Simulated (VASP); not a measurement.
A run of VASP 6.6.1 is set up as follows.

INCAR

```
SYSTEM = CoSi2
  PREC = Accurate
  ENCUT = 520
  EDIFF = 1E-6
  ISMEAR = 0
  SIGMA = 0.15
  LREAL = .FALSE.
  LASPH = .TRUE.
  NELM = 150
  ALGO = Normal
  ISIF = 2
  LWAVE = .FALSE.
  LCHARG = .FALSE.
  ISPIN = 2
  MAGMOM = 0.55 0 0
  LORBIT = 11
  NUPDOWN = 0.55
  LMAXMIX = 4
  GGA = PE
  NBANDS = 20
```

KPOINTS

```
Automatic mesh
0
G
  14 14 14
  0 0 0
```

File POSCAR:

```
CoSi2
1.0
    0.0000000000      2.6066888915      2.6066888915
    2.6066888915      0.0000000000      2.6066888915
    2.6066888915      2.6066888915      0.0000000000
Co Si
1 2
Direct
    0.0000000000      0.0000000000      0.0000000000
    0.2500000000      0.2500000000      0.2500000000
    0.7500000000      0.7500000000      0.7500000000
```

Potentials or basis: VASP PAW PBE potentials, release 64 (Co, Si).

Run with:

```sh
$ cat potpaw_PBE.64/Co/POTCAR potpaw_PBE.64/Si/POTCAR > POTCAR
$ mpirun -np 1 vasp_std > vasp.out
```

Task: Estimate the pressure.

Result: 18.7 GPa.

Caveat: the cell stands under pressure; the total moment is fixed, so each spin has its own Fermi level.
